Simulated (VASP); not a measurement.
# TiN in VASP: further runs

TiN is run at these levels: PBEsol; tasks: single point, relaxation of the atoms.

Everything below comes from runs of VASP 6.6.1. Logs are shortened: lines on timing, memory, paths and dates and some standing lists are left out, and cuts for length are marked.

**1. The cell of the first run**

The cell holds a slab with vacuum, 12 atoms: a = 2.973 Å, b = 2.973 Å, c = 25.510 Å, α = 90.00°, β = 90.00°, γ = 90.00°.

**2. Single point, PBEsol**

INCAR reads:

```
SYSTEM = TiN
PREC     = Accurate       ! precision mode
ENCUT    = 520            ! plane-wave cutoff, eV
EDIFF    = 1E-6           ! SCF threshold, eV
ISMEAR   = 0              ! smearing method
SIGMA    = 0.1            ! smearing width, eV
LREAL    = .FALSE.        ! projectors in reciprocal space
LASPH    = .TRUE.         ! aspherical terms in the spheres
NELM     = 120            ! most SCF steps
ALGO     = Normal         ! electronic algorithm
ISIF     = 2              ! what is computed and relaxed
LWAVE    = .FALSE.        ! write WAVECAR
LCHARG   = .TRUE.         ! write CHGCAR
LDIPOL   = .TRUE.       
IDIPOL   = 3            
DIPOL    = 0.5 0.5 0.500
GGA      = PS             ! functional
LELF     = .TRUE.         ! ELF
LVHAR    = .TRUE.       
LVACPOTAV= .TRUE.       
NBANDS   = 63             ! bands
GGA_COMPAT= .FALSE.      
NELMDL   = -8
```

KPOINTS reads:

```
Automatic mesh
0
G
  12 12 3
  0 0 0
```

POSCAR reads:

```
TiN
1.0
    2.9726300466      0.0000000000      0.0000000000
    0.0000000000      2.9726300466      0.0000000000
    0.0000000000      0.0000000000     25.5098343195
Ti N
6 6
Direct
    0.5000000000      0.5000000000      0.2940042615
    0.0000000000      0.0000000000      0.3764025569
    0.5000000000      0.5000000000      0.4588008523
    0.0000000000      0.0000000000      0.5411991477
    0.5000000000      0.5000000000      0.6235974431
    0.0000000000      0.0000000000      0.7059957385
    0.0000000000      0.0000000000      0.2940042615
    0.5000000000      0.5000000000      0.3764025569
    0.0000000000      0.0000000000      0.4588008523
    0.5000000000      0.5000000000      0.5411991477
    0.0000000000      0.0000000000      0.6235974431
    0.5000000000      0.5000000000      0.7059957385
```

Potentials or basis: VASP PAW PBE potentials, release 64 (Ti_sv, N).

Started as:

```bash
> cat potpaw_PBE.64/Ti_sv/POTCAR potpaw_PBE.64/N/POTCAR > POTCAR
> mpirun -np 1 vasp_std > vasp.out
```

OUTCAR:

```text
SYSTEM = TiN
   PREC = Accurate
   ENCUT = 520
   EDIFF = 1E-6
   ISMEAR = 0
   LREAL = .FALSE.
   LASPH = .TRUE.
   NELM = 120
   ISIF = 2
   GGA = PS
   NELMDL = -8

 ion  position               nearest neighbor table
   1  0.500  0.500  0.294-   8 2.10   7 2.10   7 2.10   7 2.10   7 2.10
   2  0.000  0.000  0.376-   7 2.10   9 2.10   8 2.10   8 2.10   8 2.10   8 2.10
   3  0.500  0.500  0.459-  10 2.10   8 2.10   9 2.10   9 2.10   9 2.10   9 2.10
   4  0.000  0.000  0.541-   9 2.10  11 2.10  10 2.10  10 2.10  10 2.10  10 2.10
   5  0.500  0.500  0.624-  12 2.10  10 2.10  11 2.10  11 2.10  11 2.10  11 2.10
   6  0.000  0.000  0.706-  11 2.10  12 2.10  12 2.10  12 2.10  12 2.10
   7  0.000  0.000  0.294-   2 2.10   1 2.10   1 2.10   1 2.10   1 2.10
   8  0.500  0.500  0.376-   1 2.10   3 2.10   2 2.10   2 2.10   2 2.10   2 2.10
   9  0.000  0.000  0.459-   4 2.10   2 2.10   3 2.10   3 2.10   3 2.10   3 2.10
  10  0.500  0.500  0.541-   3 2.10   5 2.10   4 2.10   4 2.10   4 2.10   4 2.10
  11  0.000  0.000  0.624-   6 2.10   4 2.10   5 2.10   5 2.10   5 2.10   5 2.10
  12  0.500  0.500  0.706-   5 2.10   6 2.10   6 2.10   6 2.10   6 2.10

  LATTYP: Found a simple tetragonal cell.
 ALAT       =     2.9726300466
 C/A-ratio  =     8.5815705014

  Lattice vectors:

 A1 = (   2.9726300466,   0.0000000000,   0.0000000000)
 A2 = (   0.0000000000,   2.9726300466,   0.0000000000)
 A3 = (   0.0000000000,   0.0000000000,  25.5098343195)

Analysis of symmetry for initial positions (statically):
=====================================================================
 Subroutine PRICEL returns:
 Original cell was already a primitive cell.

 Routine SETGRP: Setting up the symmetry group for a
 simple tetragonal supercell.

 Subroutine GETGRP returns: Found 16 space group operations
 (whereof  8 operations were pure point group operations)
 out of a pool of 16 trial point group operations.

The static configuration has the point symmetry C_4v.
 The point group associated with its full space group is D_4h.

Analysis of symmetry for dynamics (positions and initial velocities):
=====================================================================
 Subroutine PRICEL returns:
 Original cell was already a primitive cell.

 Routine SETGRP: Setting up the symmetry group for a
 simple tetragonal supercell.

 Subroutine GETGRP returns: Found 16 space group operations
 (whereof  8 operations were pure point group operations)
 out of a pool of 16 trial point group operations.

The dynamic configuration has the point symmetry C_4v.
[... 139 lines left out ...]
     AMIX     =   0.40;   BMIX     =  1.00
     AMIX_MAG =   1.60;   BMIX_MAG =  1.00
  volume/ion in A,a.u.               =      18.78       126.77
  Fermi-wavevector in a.u.,A,eV,Ry     =   1.256835  2.375075 21.492245  1.579635
  Thomas-Fermi vector in A             =   2.390524
   LORBIT       =      0    0 simple, 1 ext, 2 COOP (PROOUT), +10 PAW based schemes
   GGA     = PS    functional components
   LHFCALC =     F    Hartree Fock is set to
   AEXX    =    0.0000 exact exchange contribution
   IVDW    =     0    specifies the selected vdW correction
   LEPSILON=     F    determine dielectric tensor
   LRPA    =     F    only Hartree local field effects (RPA)
 non-spin polarized calculation
 Gauss-broadening in eV      SIGMA  =   0.10
  energy-cutoff  :      520.00
  volume of cell :      225.42
 maximum number of plane-waves:      6135
 NGX is ok and might be reduce to    24

 dipolmoment           0.000000      0.000000      0.000000 electrons x Angstroem

 number of electron     101.9999974 magnetization

 dipolmoment           0.000000      0.000000     -0.000000 electrons x Angstroem

 Free energy of the ion-electron system (eV)
  ---------------------------------------------------
  ext. energy  EPLUGINS =         0.00000000
  ---------------------------------------------------
  free energy    TOTEN  =      -122.68848810 eV

  energy without entropy =     -122.66044245  energy(sigma->0) =     -122.67446527

 E-fermi :   4.5314     XC(G=0):  -7.3867

 val. band max:        4.5281763160   @ k =   0.5000   0.4167   0.3333
 cond. band min:       4.5327193129   @ k =   0.1667   0.0000   0.0000
 fundamental gap:      0.0045429969
 Fermi energy:         4.5313997565

 k-point     1 :       0.0000    0.0000    0.0000
  band No.  band energies     occupation
      1     -53.1160      2.00000
      2     -53.1159      2.00000
      3     -53.0155      2.00000
      4     -52.9510      2.00000
      5     -52.8720      2.00000
      6     -52.8626      2.00000
[... 1573 lines left out ...]
     62       6.8224      0.00000
     63       6.9693      0.00000

 [... further k-points ...]

------------------------ aborting loop because EDIFF is reached ----------------------------------------

  FORCE on cell =-STRESS in cart. coord.  units (eV):
  Direction    XX          YY          ZZ          XY          YZ          ZX
  --------------------------------------------------------------------------------------
  -------------------------------------------------------------------------------------
  Total       -4.4208543     -4.4208543     -3.9239778      0.0000000      0.0000000      0.0000000
  in kB      -31.4215364    -31.4215364    -27.8899518      0.0000000      0.0000000      0.0000000
  external PRESSURE =     -30.2443416 kB  Pullay stress =       0.0000000 kB

 VOLUME and BASIS-vectors are now :
 -----------------------------------------------------------------------------
  energy-cutoff  :      520.00
  volume of cell :      225.42
      direct lattice vectors                 reciprocal lattice vectors
     2.972630047  0.000000000  0.000000000     0.336402440  0.000000000  0.000000000
     0.000000000  2.972630047  0.000000000     0.000000000  0.336402440  0.000000000
     0.000000000  0.000000000 25.509834320     0.000000000  0.000000000  0.039200568

 POSITION                                       TOTAL-FORCE (eV/Angst)
 -----------------------------------------------------------------------------------
      1.48632      1.48632      7.50000         0.000000      0.000000      2.157141
      0.00000      0.00000      9.60197         0.000000      0.000000      0.122933
      1.48632      1.48632     11.70393         0.000000      0.000000     -0.124443
      0.00000      0.00000     13.80590         0.000000     -0.000000      0.124443
      1.48632      1.48632     15.90787        -0.000000     -0.000000     -0.122933
      0.00000      0.00000     18.00983         0.000000      0.000000     -2.157141
      0.00000      0.00000      7.50000         0.000000     -0.000000     -1.307081
      1.48632      1.48632      9.60197         0.000000     -0.000000     -0.947050
      0.00000      0.00000     11.70393         0.000000     -0.000000      0.159606
      1.48632      1.48632     13.80590         0.000000      0.000000     -0.159606
      0.00000      0.00000     15.90787         0.000000      0.000000      0.947050
      1.48632      1.48632     18.00983         0.000000      0.000000      1.307081
 -----------------------------------------------------------------------------------
    total drift:                                0.000000     -0.000000      0.000000

  FREE ENERGIE OF THE ION-ELECTRON SYSTEM (eV)
  ---------------------------------------------------
  free  energy   TOTEN  =      -122.6884880954 eV

  energy  without entropy=     -122.6604424476  energy(sigma->0) =     -122.67446527

 vacuum level on the upper side and lower side of the slab         7.040         7.040
```

OSZICAR:

```text
N       E                     dE             d eps       ncg     rms          rms(c)
DAV:   1     0.158057618862E+04    0.15806E+04   -0.52896E+04  7472   0.181E+03
DAV:   2     0.144586271251E+03   -0.14360E+04   -0.13937E+04  7373   0.578E+02
DAV:   3    -0.122715129074E+03   -0.26730E+03   -0.26275E+03 10210   0.220E+02
[... 23 lines left out ...]
DAV:  27    -0.122688463756E+03   -0.34551E-04   -0.62095E-06  6916   0.147E-02    0.318E-03
DAV:  28    -0.122688481999E+03   -0.18244E-04   -0.19094E-06  5367   0.669E-03    0.133E-03
DAV:  29    -0.122688486624E+03   -0.46243E-05   -0.67773E-07  5123   0.312E-03    0.990E-04
DAV:  30    -0.122688487695E+03   -0.10714E-05   -0.21684E-07  4860   0.305E-03    0.552E-04
DAV:  31    -0.122688488095E+03   -0.40015E-06   -0.77054E-08  4678   0.154E-03
   1 F= -.12268849E+03 E0= -.12267447E+03  d E =-.280456E-01
```

Wall time 58 min (1 thread of Intel Xeon 8259CL, shared host); peak memory 0.68 GiB.

What came out:

```yaml
Free_energy: -122.6885 eV
Largest_force: 2.157 eV/Å
Band_gap_on_the_k_mesh: zero (bands 51 and 52 overlap by 2.74 eV)
```

Forces in eV/Å, atoms in the order of the input:
```
Ti   0.000  0.000  2.157
Ti   0.000  0.000  0.123
Ti   0.000  0.000 -0.124
Ti   0.000  0.000  0.124
Ti   0.000  0.000 -0.123
Ti   0.000  0.000 -2.157
N    0.000  0.000 -1.307
N    0.000  0.000 -0.947
N    0.000  0.000  0.160
N    0.000  0.000 -0.160
N    0.000  0.000  0.947
N    0.000  0.000  1.307
```

Levels at points of the mesh, in eV from the Fermi level:
```tsv
k point	band 47	band 48	band 49	band 50	band 51	band 52	band 53	band 54	band 55	band 56
(0.00, 0.00, 0.00)	-2.28	-2.28	-2.26	-2.00	-2.00	-1.69	-1.14	-0.77	-0.23	-0.23
(0.50, 0.00, 0.00)	-4.76	-4.76	0.92	0.92	1.05	1.05	1.35	1.35	1.65	1.65
(0.50, 0.50, 0.00)	-2.95	-2.95	-2.43	-2.43	-1.27	-1.27	-0.06	-0.06	1.10	1.10
```

Caveat: the PAW data sets were made with another functional, which shifts forces and pressure a little.

**3. Single point, PBEsol**

This run uses another cell than the first one: it holds 8 atoms, not 12.

INCAR reads:

```
SYSTEM = TiN
ALGO     = Normal         ! electronic algorithm
DIPOL    = 0.5 0.5 0.500
EDIFF    = 1E-7           ! SCF threshold, eV
ENCUT    = 520            ! plane-wave cutoff, eV
GGA      = PS             ! functional
IDIPOL   = 3            
ISIF     = 2              ! what is computed and relaxed
ISMEAR   = 0              ! smearing method
LASPH    = .TRUE.         ! aspherical terms in the spheres
LCHARG   = .FALSE.        ! write CHGCAR
LDIPOL   = .TRUE.       
LREAL    = .FALSE.        ! projectors in reciprocal space
LWAVE    = .FALSE.        ! write WAVECAR
NBANDS   = 44             ! bands
NELM     = 60             ! most SCF steps
PREC     = Accurate       ! precision mode
SIGMA    = 0.1            ! smearing width, eV
```

KPOINTS reads:

```
k-points
0
G
  10 10 1
  0 0 0
```

POSCAR reads:

```
TiN
1.0
    2.9726300472      0.0000000000      0.0000000000
    0.0000000000      2.9726300472      0.0000000000
    0.0000000000      0.0000000000     23.3059005930
Ti N
4 4
Direct
    0.5000000000      0.5000000000      0.3647145051
    0.0000000000      0.0000000000      0.4549048350
    0.5000000000      0.5000000000      0.5450912841
    0.0000000000      0.0000000000      0.6306390077
    0.0000000000      0.0000000000      0.3647145051
    0.5000000000      0.5000000000      0.4549048350
    0.0000000000      0.0000000000      0.5456195337
    0.5000000000      0.5000000000      0.6375599638
```

Potentials or basis: VASP PAW PBE potentials, release 64 (Ti_sv, N).

Started as:

```bash
> cat potpaw_PBE.64/Ti_sv/POTCAR potpaw_PBE.64/N/POTCAR > POTCAR
> mpirun -np 1 vasp_std > vasp.out
```

OUTCAR:

```text
SYSTEM = TiN
   EDIFF = 1E-7
   ENCUT = 520
   GGA = PS
   ISIF = 2
   ISMEAR = 0
   LASPH = .TRUE.
   LREAL = .FALSE.
   NELM = 60
   PREC = Accurate

 ion  position               nearest neighbor table
   1  0.500  0.500  0.365-   6 2.10   5 2.10   5 2.10   5 2.10   5 2.10
   2  0.000  0.000  0.455-   5 2.10   6 2.10   6 2.10   6 2.10   6 2.10   7 2.11
   3  0.500  0.500  0.545-   6 2.10   7 2.10   7 2.10   7 2.10   7 2.10   8 2.16   4 2.90   4 2.90
                             4 2.90   4 2.90
   4  0.000  0.000  0.631-   7 1.98   8 2.11   8 2.11   8 2.11   8 2.11   3 2.90   3 2.90   3 2.90
                             3 2.90
   5  0.000  0.000  0.365-   2 2.10   1 2.10   1 2.10   1 2.10   1 2.10
   6  0.500  0.500  0.455-   3 2.10   1 2.10   2 2.10   2 2.10   2 2.10   2 2.10
   7  0.000  0.000  0.546-   4 1.98   3 2.10   3 2.10   3 2.10   3 2.10   2 2.11
   8  0.500  0.500  0.638-   4 2.11   4 2.11   4 2.11   4 2.11   3 2.16

  LATTYP: Found a simple tetragonal cell.
 ALAT       =     2.9726300472
 C/A-ratio  =     7.8401618173

  Lattice vectors:

 A1 = (   2.9726300472,   0.0000000000,   0.0000000000)
 A2 = (   0.0000000000,   2.9726300472,   0.0000000000)
 A3 = (   0.0000000000,   0.0000000000,  23.3059005930)

Analysis of symmetry for initial positions (statically):
=====================================================================
 Subroutine PRICEL returns:
 Original cell was already a primitive cell.

 Routine SETGRP: Setting up the symmetry group for a
 simple tetragonal supercell.

 Subroutine GETGRP returns: Found  8 space group operations
 (whereof  8 operations were pure point group operations)
 out of a pool of 16 trial point group operations.

The static configuration has the point symmetry C_4v.

Analysis of symmetry for dynamics (positions and initial velocities):
=====================================================================
[... 148 lines left out ...]
   LRPA    =     F    only Hartree local field effects (RPA)
 non-spin polarized calculation
 Gauss-broadening in eV      SIGMA  =   0.10
  energy-cutoff  :      520.00
  volume of cell :      205.94
 maximum number of plane-waves:      5591
 NGX is ok and might be reduce to    24

 dipolmoment           0.000000      0.000000     -0.668726 electrons x Angstroem

 number of electron      67.9999987 magnetization

 dipolmoment           0.000000      0.000000      0.022384 electrons x Angstroem

 Free energy of the ion-electron system (eV)
  ---------------------------------------------------
  ext. energy  EPLUGINS =         0.00000000
  ---------------------------------------------------
  free energy    TOTEN  =       -81.25006835 eV

  energy without entropy =      -81.22774964  energy(sigma->0) =      -81.23890900

 E-fermi :   2.5221     XC(G=0):  -5.6074

 val. band max:        2.4976020765   @ k =   0.3000   0.3000   0.0000
 cond. band min:       2.5790384847   @ k =   0.2000   0.0000   0.0000
 fundamental gap:      0.0814364081
 Fermi energy:         2.5220736891

 k-point     1 :       0.0000    0.0000    0.0000
  band No.  band energies     occupation
      1     -55.0969      2.00000
      2     -54.9850      2.00000
      3     -54.9288      2.00000
      4     -54.8270      2.00000
      5     -31.6870      2.00000
      6     -31.5854      2.00000
[... 976 lines left out ...]
     43       5.0875      0.00000
     44       5.0916      0.00000

------------------------ aborting loop because EDIFF is reached ----------------------------------------

 vacuum level on the upper side and lower side of the slab       (xc-potential included)         0.112        -0.336

  FORCE on cell =-STRESS in cart. coord.  units (eV):
  Direction    XX          YY          ZZ          XY          YZ          ZX
  --------------------------------------------------------------------------------------
  -------------------------------------------------------------------------------------
  Total       -4.6813202     -4.6813202     -1.5307966      0.0000000      0.0000000      0.0000000
  in kB      -36.4192767    -36.4192767    -11.9091414      0.0000000      0.0000000      0.0000000
  external PRESSURE =     -28.2492316 kB  Pullay stress =       0.0000000 kB

 VOLUME and BASIS-vectors are now :
 -----------------------------------------------------------------------------
  energy-cutoff  :      520.00
  volume of cell :      205.94
      direct lattice vectors                 reciprocal lattice vectors
     2.972630047  0.000000000  0.000000000     0.336402440  0.000000000  0.000000000
     0.000000000  2.972630047  0.000000000     0.000000000  0.336402440  0.000000000
     0.000000000  0.000000000 23.305900593     0.000000000  0.000000000  0.042907589

 POSITION                                       TOTAL-FORCE (eV/Angst)
 -----------------------------------------------------------------------------------
      1.48632      1.48632      8.50000         0.000000      0.000000      2.048117
      0.00000      0.00000     10.60197         0.000000      0.000000      0.125838
      1.48632      1.48632     12.70384         0.000000     -0.000000     -0.018303
      0.00000      0.00000     14.69761        -0.000000      0.000000      0.020140
      0.00000      0.00000      8.50000         0.000000      0.000000     -1.279672
      1.48632      1.48632     10.60197         0.000000      0.000000     -0.912562
      0.00000      0.00000     12.71615         0.000000      0.000000     -0.020117
      1.48632      1.48632     14.85891        -0.000000     -0.000000      0.036559
 -----------------------------------------------------------------------------------
    total drift:                                0.000000      0.000000     -0.000006

  FREE ENERGIE OF THE ION-ELECTRON SYSTEM (eV)
  ---------------------------------------------------
  free  energy   TOTEN  =       -81.2500683484 eV

  energy  without entropy=      -81.2277496441  energy(sigma->0) =      -81.23890900

 vacuum level on the upper side and lower side of the slab         5.300         4.839
```

OSZICAR:

```text
N       E                     dE             d eps       ncg     rms          rms(c)
DAV:   1     0.965544646117E+03    0.96554E+03   -0.35748E+04  2000   0.161E+03
DAV:   2     0.627656232310E+02   -0.90278E+03   -0.87361E+03  2052   0.511E+02
DAV:   3    -0.866867936817E+02   -0.14945E+03   -0.14764E+03  2896   0.191E+02
[... 25 lines left out ...]
DAV:  29    -0.812500652713E+02   -0.67226E-05   -0.11460E-06  1696   0.331E-03    0.584E-04
DAV:  30    -0.812500678106E+02   -0.25393E-05   -0.36093E-07  1572   0.137E-03    0.352E-04
DAV:  31    -0.812500681835E+02   -0.37291E-06   -0.42980E-08  1424   0.110E-03    0.294E-04
DAV:  32    -0.812500683121E+02   -0.12859E-06   -0.10768E-08  1256   0.627E-04    0.152E-04
DAV:  33    -0.812500683484E+02   -0.36254E-07   -0.64117E-09  1248   0.387E-04
   1 F= -.81250068E+02 E0= -.81238909E+02  d E =-.223187E-01
```

It took 12 min on 1 thread of Intel Xeon 8259CL, shared host; peak memory 0.39 GiB.

Results:

| Property | Result |
| --- | --- |
| Free energy | -81.2501 eV |
| Largest force | 2.048 eV/Å |
| Band gap on the k mesh | zero (bands 34 and 35 overlap by 2.43 eV) |

Forces on the atoms (eV/Å):
```
Ti   0.000  0.000  2.048
Ti   0.000  0.000  0.126
Ti   0.000  0.000 -0.018
Ti   0.000  0.000  0.020
N    0.000  0.000 -1.280
N    0.000  0.000 -0.913
N    0.000  0.000 -0.020
N    0.000  0.000  0.037
```

Caveat: the PAW data sets were made with another functional, which shifts forces and pressure a little.

(Part 1 of 2 ends here.)

The gap in the log of VASP goes by the Fermi energy; the results here count the filled bands.